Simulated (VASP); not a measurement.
# TiB2 (P-1) in VASP: single point with PBEsol

Aim: the single point of TiB2 with PBEsol.

Program: VASP 6.6.1. These are calculated values, not measurements. Logs are shortened: lines on timing, memory, paths and dates and some standing lists are left out, and cuts for length are marked.

### Step 1. The cell of the first run

The typed cell holds 3 atoms: a = 3.030 Å, b = 2.990 Å, c = 3.229 Å, α = 89.36°, β = 88.27°, γ = 118.70°.

### Step 2. Single point, PBEsol

INCAR

```
PREC = Accurate
ENCUT = 520
EDIFF = 1E-7
ISMEAR = -1
SIGMA = 0.1
LREAL = False
LASPH = True
NELM = 60
ALGO = Normal
ISIF = 2
LWAVE = False
LCHARG = False
GGA = PS
NBANDS = 16
```

KPOINTS

```
regular mesh
0
Gamma
  13 13 11
```

POSCAR

```
TiB2
1.0
    3.0292000000      0.0454380000      0.0454380000
   -1.4752495400      2.6006450000      0.0166314600
    0.0484260000      0.0484260000      3.2284000000
Ti B
1 2
Direct
    0.0000000000      0.0000000000      0.0000000000
    0.3333333333      0.6666666667      0.5000000000
    0.6666666667      0.3333333333      0.5000000000
```

Potentials or basis: VASP PAW PBE potentials, release 64 (Ti_sv, B).

Started as:

```bash
cat potpaw_PBE.64/Ti_sv/POTCAR potpaw_PBE.64/B/POTCAR > POTCAR
mpirun -np 1 vasp_std > vasp.out
```

OUTCAR:

```text
PREC = Accurate
   ENCUT = 520
   EDIFF = 1E-7
   ISMEAR = -1
   LREAL = False
   LASPH = True
   NELM = 60
   ISIF = 2
   GGA = PS

 ion  position               nearest neighbor table
   1  0.000  0.000  0.000-   2 2.34   3 2.34   3 2.35   2 2.35   3 2.35   2 2.35   2 2.38   3 2.38
                             3 2.42   2 2.42   3 2.45   2 2.45
   2  0.333  0.667  0.500-   3 1.73   3 1.75   3 1.77   1 2.34   1 2.35   1 2.35   1 2.38   1 2.42
                             1 2.45
   3  0.667  0.333  0.500-   2 1.73   2 1.75   2 1.77   1 2.34   1 2.35   1 2.35   1 2.38   1 2.42
                             1 2.45

  LATTYP: Found a triclinic cell.
 ALAT       =     5.2479083810
 B/A-ratio  =     0.5697473661
 C/A-ratio  =     0.6153168222
 COS(alpha) =     0.0112057044
 COS(beta)  =     0.0302114049
 COS(gamma) =     0.8622746630

  Lattice vectors:

 A1 = (   0.0787009200,   5.2467280000,   0.0787009200)
 A2 = (  -1.4752495400,   2.6006450000,   0.0166314600)
 A3 = (   0.0484260000,   0.0484260000,   3.2284000000)

Analysis of symmetry for initial positions (statically):
=====================================================================
 Subroutine PRICEL returns:
 Original cell was already a primitive cell.

 Routine SETGRP: Setting up the symmetry group for a
 triclinic supercell.

 Subroutine GETGRP returns: Found  2 space group operations
 (whereof  2 operations were pure point group operations)
 out of a pool of  2 trial point group operations.

The static configuration has the point symmetry S_2 .

Analysis of symmetry for dynamics (positions and initial velocities):
=====================================================================
 Subroutine PRICEL returns:
 Original cell was already a primitive cell.

 Routine SETGRP: Setting up the symmetry group for a
 triclinic supercell.

 Subroutine GETGRP returns: Found  2 space group operations
 (whereof  2 operations were pure point group operations)
 out of a pool of  2 trial point group operations.

The dynamic configuration has the point symmetry S_2 .

 Subroutine INISYM returns: Found  2 space group operations
 (whereof  2 operations are pure point group operations),
 and found     1 'primitive' translations

----------------------------------------------------------------------------------------

                                     Primitive cell

  volume of cell :      25.6380

  direct lattice vectors                    reciprocal lattice vectors
     3.029200000  0.045438000  0.045438000     0.327448663  0.185798727 -0.007698711
    -1.475249540  2.600645000  0.016631460    -0.005635848  0.381359028 -0.005635848
     0.048426000  0.048426000  3.228400000    -0.004579631 -0.004579631  0.309888349

  length of vectors
     3.029881493  2.989981978  3.229126308     0.376567477  0.381442308  0.309956021

  position of ions in fractional coordinates (direct lattice)
     0.000000000  0.000000000  0.000000000
     0.333333333  0.666666667  0.500000000
     0.666666667  0.333333333  0.500000000

  ion indices of the primitive-cell ions
   primitive index   ion index
                 1           1
                 2           2
                 3           3

----------------------------------------------------------------------------------------

 KPOINTS: regular mesh

Automatic generation of k-mesh.
 Grid dimensions read from file:
 generate k-points for:   13   13   11

 Generating k-lattice:

  Cartesian coordinates                     Fractional coordinates (reciprocal lattice)
     0.025188359  0.014292210 -0.000592209     0.076923077 -0.000000000  0.000000000
    -0.000433527  0.029335310 -0.000433527     0.000000000  0.076923077  0.000000000
    -0.000416330 -0.000416330  0.028171668     0.000000000  0.000000000  0.090909091

  Length of vectors
     0.028966729  0.029341716  0.028177820

  Shift w.r.t. Gamma in fractional coordinates (k-lattice)
     0.000000000  0.000000000  0.000000000

 Subroutine IBZKPT returns following result:
 ===========================================

 Found    930 irreducible k-points:

 Following reciprocal coordinates:
            Coordinates               Weight
  0.000000  0.000000  0.000000      1.000000
  0.076923 -0.000000  0.000000      2.000000
  0.153846 -0.000000  0.000000      2.000000
  0.230769 -0.000000  0.000000      2.000000
  0.307692 -0.000000  0.000000      2.000000
  0.384615 -0.000000  0.000000      2.000000
[... 16 lines left out ...]
  0.153846  0.153846  0.000000      2.000000
  0.230769  0.153846  0.000000      2.000000
 [... further k-points ...]
   k-points           NKPTS =    930   k-points in BZ     NKDIM =    930   number of bands    NBANDS=     16
   number of dos      NEDOS =    301   number of ions     NIONS =      3
   total plane-waves  NPLWV =  13824
   dimension x,y,z NGX =    24 NGY =   24 NGZ =   24
   dimension x,y,z NGXF=    48 NGYF=   48 NGZF=   48
   ions per type =               1   2
   NGX,Y,Z   is equivalent  to a cutoff of  13.17, 13.34, 12.36 a.u.
   NGXF,Y,Z  is equivalent  to a cutoff of  26.34, 26.69, 24.71 a.u.
 SYSTEM =  unknown system
   PREC   = accura    normal or accurate (medium, high low for compatibility)
   ISTART =      0    job   : 0-new  1-cont  2-samecut
   ICHARG =      2    charge: 1-file 2-atom 10-const
   ISPIN  =      1    spin polarized calculation?
   LNONCOLLINEAR =      F non collinear calculations
   LSORBIT =      F    spin-orbit coupling
   LASPH  =      T    aspherical Exc in radial PAW
   ENCUT  =  520.0 eV  38.22 Ry    6.18 a.u.   5.63  5.56  6.00*2*pi/ulx,y,z
   NELM   =     60;   NELMIN=  2; NELMDL= -5     # of ELM steps
   EDIFF  = 0.1E-06   stopping-criterion for ELM
   LREAL  =      F    real-space projection
   EDIFFG = 0.1E-05   stopping-criterion for IOM
   NSW    =      0    number of steps for IOM
   IBRION =     -1    ionic relax: 0-MD 1-quasi-New 2-CG
   NFREE  =      0    steps in history (QN), initial steepest desc. (CG)
   ISIF   =      2    stress and relaxation
   ISYM   =      2    0-nonsym 1-usesym 2-fastsym
   POTIM  = 0.5000    time-step for ionic-motion
   TEBEG  =    0.0;   TEEND  =   0.0 temperature during run
   PSTRESS=    0.0 pullay stress
   NELECT =      18.0000    total number of electrons
   NUPDOWN=      -1.0000    fix difference up-down
   EMIN   =  10.00;   EMAX   =-10.00  energy-range for DOS
   EFERMI =   0.00;   METHOD = LEGACY
   ISMEAR =    -1;   SIGMA  =   0.10  broadening in eV -4-tet -1-fermi 0-gaus
   EFERMI_NEDOS =   21; number of points for ismear=-14 and -15
   IALGO  =     38    algorithm
   IMIX   =      4    mixing-type and parameters
     AMIX     =   0.40;   BMIX     =  1.00
     AMIX_MAG =   1.60;   BMIX_MAG =  1.00
  volume/ion in A,a.u.               =       8.55        57.67
  Fermi-wavevector in a.u.,A,eV,Ry     =   1.455027  2.749603 28.804957  2.117105
  Thomas-Fermi vector in A             =   2.572110
   LORBIT       =      0    0 simple, 1 ext, 2 COOP (PROOUT), +10 PAW based schemes
   GGA     = PS    functional components
   LHFCALC =     F    Hartree Fock is set to
   AEXX    =    0.0000 exact exchange contribution
   IVDW    =     0    specifies the selected vdW correction
   LEPSILON=     F    determine dielectric tensor
   LRPA    =     F    only Hartree local field effects (RPA)
 non-spin polarized calculation
  energy-cutoff  :      520.00
  volume of cell :       25.64
 maximum number of plane-waves:       704
   NGX = 11   NGY = 11   NGZ = 11

 number of electron      18.0000000 magnetization

 Free energy of the ion-electron system (eV)
  ---------------------------------------------------
  ext. energy  EPLUGINS =         0.00000000
  ---------------------------------------------------
  free energy    TOTEN  =       -25.73384748 eV

  energy without entropy =      -25.72163649  energy(sigma->0) =      -25.72774198

 E-fermi :   9.9105     XC(G=0): -12.8735

 val. band max:        9.9026968087   @ k =  -0.0769   0.0769   0.2727
 cond. band min:       9.9170600274   @ k =   0.4615   0.1538   0.0000
 fundamental gap:      0.0143632187
 Fermi energy:         9.9104985847

 k-point     1 :       0.0000    0.0000    0.0000
  band No.  band energies     occupation
      1     -46.7800      2.00000
      2     -23.2422      2.00000
      3     -22.9413      2.00000
      4     -22.8953      2.00000
      5      -3.5572      2.00000
      6       7.1708      2.00000
[... 8 lines left out ...]
     15      15.8465      0.00000
     16      17.0361      0.00000

 k-point     2 :       0.0769   -0.0000    0.0000
  band No.  band energies     occupation
      1     -46.7770      2.00000
      2     -23.2386      2.00000
      3     -22.9635      2.00000
      4     -22.9012      2.00000
      5      -3.4457      2.00000
      6       6.8440      2.00000
[... 8 lines left out ...]
     15      16.4956      0.00000
     16      17.3040      0.00000

 k-point     3 :       0.1538   -0.0000    0.0000
  band No.  band energies     occupation
      1     -46.7688      2.00000
      2     -23.2286      2.00000
      3     -23.0261      2.00000
      4     -22.9158      2.00000
      5      -3.1164      2.00000
      6       5.9871      2.00000
[... 8 lines left out ...]
     15      17.8405      0.00000
     16      18.2111      0.00000

 k-point     4 :       0.2308   -0.0000    0.0000
  band No.  band energies     occupation
      1     -46.7572      2.00000
      2     -23.2157      2.00000
      3     -23.1133      2.00000
      4     -22.9353      2.00000
      5      -2.5844      2.00000
      6       4.8461      2.00000
[... 8 lines left out ...]
     15      17.6101      0.00000
     16      19.0978      0.00000
[... 324 lines left out ...]
 k-point    22 :       0.0769    0.1538   -0.0000
  band No.  band energies     occupation
      1     -46.7609      2.00000
      2     -23.2192      2.00000
      3     -23.0675      2.00000
      4     -22.9469      2.00000
      5      -2.7895      2.00000
      6       5.5273      2.00000
[... 8 lines left out ...]
     15      17.8370      0.00000
     16      18.6858      0.00000

 k-point    23 :       0.1538    0.1538    0.0000
  band No.  band energies     occupation
      1     -46.7508      2.00000
      2     -23.2090      2.00000
      3     -23.1329      2.00000
      4     -22.9734      2.00000
      5      -2.2732      2.00000
      6       4.7520      2.00000
[... 8 lines left out ...]
     15      18.1124      0.00000
     16      19.0103      0.00000

 k-point    24 :       0.2308    0.1538    0.0000
  band No.  band energies     occupation
      1     -46.7398      2.00000
      2     -23.2202      2.00000
      3     -23.1774      2.00000
      4     -23.0049      2.00000
      5      -1.5756      2.00000
      6       3.7496      2.00000
[... 8 lines left out ...]
     15      18.2774      0.00000
     16      19.5008      0.00000

 [... further k-points ...]
[... 5 lines left out ...]
  --------------------------------------------------------------------------------------
  -------------------------------------------------------------------------------------
  Total       -0.4825736     -0.4989232     -0.9278165     -1.3735982     -1.1845069     -1.1859021
  in kB      -30.1571696    -31.1788997    -57.9814606    -85.8394214    -74.0226544    -74.1098449
  external PRESSURE =     -39.7725100 kB  Pullay stress =       0.0000000 kB

 VOLUME and BASIS-vectors are now :
 -----------------------------------------------------------------------------
  energy-cutoff  :      520.00
  volume of cell :       25.64
      direct lattice vectors                 reciprocal lattice vectors
     3.029200000  0.045438000  0.045438000     0.327448663  0.185798727 -0.007698711
    -1.475249540  2.600645000  0.016631460    -0.005635848  0.381359028 -0.005635848
     0.048426000  0.048426000  3.228400000    -0.004579631 -0.004579631  0.309888349

 POSITION                                       TOTAL-FORCE (eV/Angst)
 -----------------------------------------------------------------------------------
      0.00000      0.00000      0.00000         0.000000      0.000000      0.000000
      0.05045      1.77312      1.64043        -0.115798      0.013123     -0.008779
      1.55193      0.92139      1.65004         0.115798     -0.013123      0.008779
 -----------------------------------------------------------------------------------
    total drift:                               -0.000000      0.000000      0.000000

  FREE ENERGIE OF THE ION-ELECTRON SYSTEM (eV)
  ---------------------------------------------------
  free  energy   TOTEN  =       -25.7338474825 eV

  energy  without entropy=      -25.7216364863  energy(sigma->0) =      -25.72774198
```

Run time: 3.8 min. Hardware: 1 thread of Intel Xeon Platinum 8375C at 2.90GHz (Ice Lake), shared host; peak memory 0.45 GiB.

What came out:

- Free energy: -25.7338 eV
- Pressure: -4.0 GPa
- Largest force: 0.117 eV/Å
- Band gap on the k mesh: zero (bands 9 and 10 overlap by 0.64 eV)

Forces in eV/Å, atoms in the order of the input:
```
Ti   0.000  0.000  0.000
B   -0.116  0.013 -0.009
B    0.116 -0.013  0.009
```

Caveat: the cell stands under tension; the PAW data sets were made with another functional, which shifts forces and pressure a little.
